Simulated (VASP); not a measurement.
Input of a VASP 6.6.1 run:

Contents of INCAR:

```
PREC     = Accurate       # precision mode
ENCUT    = 750            # plane-wave cutoff, eV
EDIFF    = 1E-7           # SCF threshold, eV
ISMEAR   = 0              # smearing method
SIGMA    = 0.1            # smearing width, eV
LREAL    = F              # projectors in reciprocal space
LASPH    = T              # aspherical terms in the spheres
NELM     = 200            # most SCF steps
ALGO     = Normal         # electronic algorithm
ISIF     = 3              # what is computed and relaxed
LWAVE    = F              # write WAVECAR
LCHARG   = F              # write CHGCAR
GGA      = PE             # functional
IBRION   = 2              # ionic algorithm
NSW      = 90             # ionic steps
EDIFFG   = -0.04          # ionic threshold
GGA_COMPAT= F            
NELMIN   = 4            
LMAXMIX  = 6              # l up to which the mixer works
```

Contents of KPOINTS:

```
regular mesh
0
Gamma
  4 4 2
```

File POSCAR:

```
LiTbH4
1.0
    3.7999088996      0.0000000000      0.0000000000
   -0.0720023479      4.0226652186      0.0000000000
   -0.0033727302     -1.2799373631      8.3145990214
Li Tb H
2 2 8
Direct
    0.4817379898      0.9904710090      0.0345608424
    0.4904163072      0.0348956292      0.5177783468
    0.0021555087      0.4904746606      0.8179439240
    0.9944298882      0.5080732500      0.3177150540
    0.0026619029      0.6630708515      0.5806737852
    0.0169697871      0.6549680942      0.0800459162
    0.0059671156      0.0161004303      0.9178914380
    0.9989363032      0.0395730137      0.4207663918
    0.5014692285      0.2195212034      0.7155168140
    0.5012405286      0.2074995617      0.2276479490
    0.5053467250      0.5610244034      0.9408193090
    0.4986687153      0.6143278928      0.4286402295
```

Potentials or basis: VASP PAW PBE potentials, release 64 (Li_sv, Tb_3, H), 4f in core.

The run is started by

```bash
$ cat potpaw_PBE.64/Li_sv/POTCAR potpaw_PBE.64/Tb_3/POTCAR potpaw_PBE.64/H/POTCAR > POTCAR
$ mpirun -np 1 vasp_std > vasp.out
```

Predict the relaxed volume.

10.18 Å³/atom.

Predict the band gap on the k mesh.

2.62 eV (least direct gap 2.93 eV).

Predict the space group after relaxing (to 0.1 Å).

Pm (No. 6).

Estimate the relaxed cell.

a = 3.430 Å, b = 3.449 Å, c = 10.330 Å, α = 88.63°, β = 89.93°, γ = 89.91°.

The path:
| step | energy change (eV) | largest force (eV/Å) | pressure (GPa) | volume (Å³) |
| --- | --- | --- | --- | --- |
| 1 | 0.0000 | 0.2430 | 0.51 | 127.09 |
| 2 | -0.0228 | 0.1274 | 0.22 | 127.71 |
| 3 | -0.0355 | 0.3536 | -0.17 | 128.66 |
| 4 | -0.0493 | 0.1988 | -0.16 | 128.76 |
| 5 | -0.0574 | 0.1579 | -0.14 | 128.90 |
| 6 | -0.0676 | 0.1336 | -0.14 | 128.67 |
| 7 | -0.0853 | 0.1841 | -0.11 | 127.96 |
| 8 | -0.0873 | 0.2330 | -0.08 | 127.63 |
| 9 | -0.0940 | 0.2016 | -0.04 | 127.43 |
| 10 | -0.1086 | 0.1463 | 0.08 | 126.79 |
| 11 | -0.1099 | 0.4053 | 0.46 | 125.42 |
| 12 | -0.1143 | 0.2275 | 0.26 | 126.08 |
| 13 | -0.1239 | 0.1463 | 0.06 | 126.13 |
| 14 | -0.1300 | 0.1680 | -0.38 | 126.18 |
| 15 | -0.1391 | 0.1726 | -0.42 | 125.57 |
| 16 | -0.1492 | 0.2436 | -0.43 | 124.05 |
| 17 | -0.1632 | 0.2386 | -0.26 | 123.25 |
| 18 | -0.2009 | 0.2814 | 0.37 | 120.79 |
| 19 | -0.1812 | 0.3523 | 2.47 | 115.60 |
| 20 | -0.2132 | 0.3245 | 0.93 | 119.15 |
| 21 | -0.2146 | 0.3446 | 1.42 | 117.87 |
| 22 | -0.2336 | 0.3158 | 1.36 | 117.73 |
| 23 | -0.2389 | 0.3043 | 1.38 | 117.58 |
| 24 | -0.2652 | 0.2867 | 0.91 | 118.62 |
| 25 | -0.3154 | 0.2502 | -0.41 | 121.79 |
| 26 | -0.2976 | 0.2592 | -2.58 | 128.26 |
| 27 | -0.3266 | 0.2404 | -1.31 | 124.25 |
| 28 | -0.3526 | 0.1492 | -0.64 | 123.38 |
| 29 | -0.3601 | 0.2153 | 0.00 | 122.58 |
| 30 | -0.3721 | 0.1056 | 0.10 | 122.17 |
| 31 | -0.3746 | 0.2030 | 0.17 | 121.85 |
| 32 | -0.3841 | 0.0834 | 0.06 | 121.85 |
| 33 | -0.3852 | 0.0823 | 0.02 | 121.85 |
| 34 | -0.3877 | 0.0587 | 0.04 | 121.89 |
| 35 | -0.3886 | 0.1316 | 0.08 | 121.92 |
| 36 | -0.3902 | 0.0471 | 0.01 | 122.06 |
| 37 | -0.3906 | 0.0675 | -0.05 | 122.20 |
| 38 | -0.3906 | 0.0516 | -0.04 | 122.17 |
| 39 | -0.3911 | 0.0320 | -0.03 | 122.16 |

Caveat: a cell axis changed by over 15 % at a fixed basis, so the end point is rough; spin-orbit coupling is left out, which moves the levels of the heavy elements; the 4f electrons are frozen in the core, so they carry no moment and show no levels. Spin polarisation is off, so any magnetic state and its effect on volume and gap are missing.
